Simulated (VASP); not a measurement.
# PbO (P4/nmm) in VASP: further runs, part 2 of 2

VASP 6.6.1. Earlier steps stand in the parts before.

## (4) Electric field gradients, LDA (equal xx and yy strain of -1 %)

Input file INCAR:

```
SYSTEM = PbO
ALGO = Normal ; EDIFF = 1E-8
ENCUT = 520 ; ISIF = 2
ISMEAR = -1 ; LASPH = .True.
LCHARG = .False. ; LEFG = .True.
LREAL = .False. ; LWAVE = .False.
NBANDS = 28 ; NELM = 80
PREC = Accurate ; SIGMA = 0.03
```

Input file KPOINTS:

```
k-points
0
Gamma
  7 7 6
  0 0 0
```

Input file POSCAR:

```
PbO
1.0
    3.9346560000      0.0000000000      0.0000000000
    0.0000000000      3.9346560000      0.0000000000
    0.0000000000      0.0000000000      5.0220000000
Pb O
2 2
Direct
    0.0000000000      0.5000000000      0.2351000000
    0.5000000000      0.0000000000      0.7649000000
    0.0000000000      0.0000000000      0.0000000000
    0.5000000000      0.5000000000      0.0000000000
```

Potentials or basis: VASP PAW LDA potentials, release 64 (Pb_d, O).

On the command line:

```
$ cat potpaw_LDA.64/Pb_d/POTCAR potpaw_LDA.64/O/POTCAR > POTCAR
$ mpirun -np 1 vasp_std > vasp.out
```

OUTCAR:

```text
SYSTEM = PbO
   EDIFF = 1E-8
   ENCUT = 520
   ISIF = 2
   ISMEAR = -1
   LASPH = .True.
   LREAL = .False.
   NELM = 80
   PREC = Accurate

 ion  position               nearest neighbor table
   1  0.000  0.500  0.235-   3 2.29   4 2.29   3 2.29   4 2.29   2 3.65   2 3.65   2 3.65   2 3.65
                             2 3.85   2 3.85   2 3.85   2 3.85
   2  0.500  0.000  0.765-   3 2.29   4 2.29   4 2.29   3 2.29   1 3.65   1 3.65   1 3.65   1 3.65
                             1 3.85   1 3.85   1 3.85   1 3.85
   3  0.000  0.000  0.000-   1 2.29   2 2.29   1 2.29   2 2.29
   4  0.500  0.500  0.000-   1 2.29   2 2.29   2 2.29   1 2.29

  LATTYP: Found a simple tetragonal cell.
 ALAT       =     3.9346560000
 C/A-ratio  =     1.2763504611

  Lattice vectors:

 A1 = (   3.9346560000,   0.0000000000,   0.0000000000)
 A2 = (   0.0000000000,   3.9346560000,   0.0000000000)
 A3 = (   0.0000000000,   0.0000000000,   5.0220000000)

Analysis of symmetry for initial positions (statically):
=====================================================================
 Subroutine PRICEL returns:
 Original cell was already a primitive cell.

 Routine SETGRP: Setting up the symmetry group for a
[... 950 lines left out ...]
      0.00000      0.00000      0.00000        -0.000000      0.000000      0.000000
      1.96733      1.96733      0.00000        -0.000000     -0.000000      0.000000
 -----------------------------------------------------------------------------------
    total drift:                                0.000000      0.000000     -0.000000

  FREE ENERGIE OF THE ION-ELECTRON SYSTEM (eV)
  ---------------------------------------------------
  free  energy   TOTEN  =       -24.3993779931 eV

  energy  without entropy=      -24.3993779931  energy(sigma->0) =      -24.39937799

 Electric field gradients (V/A^2)
---------------------------------------------------------------------
 ion       V_xx      V_yy      V_zz      V_xy      V_xz      V_yz
---------------------------------------------------------------------
   1     119.688   119.688  -239.377     0.000    -0.000    -0.000
   2     119.688   119.688  -239.377    -0.000     0.000    -0.000
   3       0.366     0.366    -0.732    -0.000     0.000    -0.000
   4       0.366     0.366    -0.732     0.000     0.000    -0.000
---------------------------------------------------------------------

 Electric field gradients after diagonalization (V/A^2)
 (convention: |V_zz| > |V_xx| > |V_yy|)
----------------------------------------------------------------------
 ion       V_xx      V_yy      V_zz     asymmetry (V_yy - V_xx)/ V_zz
----------------------------------------------------------------------
   1     119.688   119.688  -239.377       0.000
   2     119.688   119.688  -239.377       0.000
   3       0.366     0.366    -0.732       0.000
   4       0.366     0.366    -0.732       0.000
----------------------------------------------------------------------

           NMR quadrupolar parameters

 Cq : quadrupolar parameter    Cq=e*Q*V_zz/h
 eta: asymmetry parameters     (V_yy - V_xx)/ V_zz
 Q  : nuclear electric quadrupole moment in mb (millibarn)
----------------------------------------------------------------------
 ion       Cq(MHz)       eta       Q (mb)
----------------------------------------------------------------------
   1      -0.579       0.000       1.000
   2      -0.579       0.000       1.000
   3      -0.002       0.000       1.000
   4      -0.002       0.000       1.000
----------------------------------------------------------------------
```

OSZICAR:

```text
N       E                     dE             d eps       ncg     rms          rms(c)
DAV:   1     0.464004408910E+03    0.46400E+03   -0.19771E+04  2240   0.171E+03
DAV:   2     0.326012210942E+02   -0.43140E+03   -0.41318E+03  2300   0.451E+02
DAV:   3    -0.260236975322E+02   -0.58625E+02   -0.57057E+02  2804   0.182E+02
DAV:   4    -0.287083463317E+02   -0.26846E+01   -0.26734E+01  2640   0.402E+01
DAV:   5    -0.287879066403E+02   -0.79560E-01   -0.79552E-01  2548   0.749E+00    0.119E+01
DAV:   6    -0.246571064812E+02    0.41308E+01   -0.22984E+01  3308   0.398E+01    0.518E+00
DAV:   7    -0.244664808282E+02    0.19063E+00   -0.27032E+00  2776   0.117E+01    0.239E+00
DAV:   8    -0.244126570077E+02    0.53824E-01   -0.55490E-01  2436   0.473E+00    0.819E-01
DAV:   9    -0.243988850153E+02    0.13772E-01   -0.61166E-02  3564   0.210E+00    0.228E-01
DAV:  10    -0.243997010151E+02   -0.81600E-03   -0.11425E-02  2672   0.730E-01    0.908E-02
DAV:  11    -0.243994257407E+02    0.27527E-03   -0.20216E-03  3828   0.373E-01    0.581E-02
DAV:  12    -0.243993911114E+02    0.34629E-04   -0.18803E-04  3304   0.126E-01    0.336E-02
DAV:  13    -0.243993784095E+02    0.12702E-04   -0.67064E-05  3116   0.585E-02    0.504E-03
DAV:  14    -0.243993782568E+02    0.15265E-06   -0.33341E-06  3380   0.228E-02    0.402E-03
DAV:  15    -0.243993779908E+02    0.26600E-06   -0.86782E-07  3396   0.946E-03    0.544E-04
DAV:  16    -0.243993779931E+02   -0.22619E-08   -0.81995E-08  2524   0.217E-03
   1 F= -.24399378E+02 E0= -.24399378E+02  d E =-.228060E-10
```

Run time: 3 min. Hardware: 1 thread of AMD EPYC 7R13, shared host; peak memory 0.17 GiB.

What came out:

```
Free energy                             : -24.3994 eV
Pressure                                : 0.2 GPa
Largest force                           : 0.147 eV/Å
Band gap on the k mesh                  : 1.39 eV (least direct gap 2.27 eV)
Largest electric field gradient by atom : Pb -239.4; O -0.7 V/Å²
```

Forces in eV/Å, atoms in the order of the input:
```
Pb   0.000  0.000  0.147
Pb   0.000  0.000 -0.147
O    0.000  0.000  0.000
O    0.000  0.000  0.000
```

Electric field gradients, principal values (V/Å²):
```
atom    least   middle  greatest (by size)
1 Pb  119.688  119.688            -239.377
2 Pb  119.688  119.688            -239.377
 3 O    0.366    0.366              -0.732
 4 O    0.366    0.366              -0.732
```

Caveat: the cell differs from its parent crystal (equal xx and yy strain of -1 %); without QUAD_EFG the Cq values of the log hold for a quadrupole moment of 1 mb, not for the nuclei; spin-orbit coupling is left out, which moves the levels of the heavy elements. A k mesh can miss the band edges.
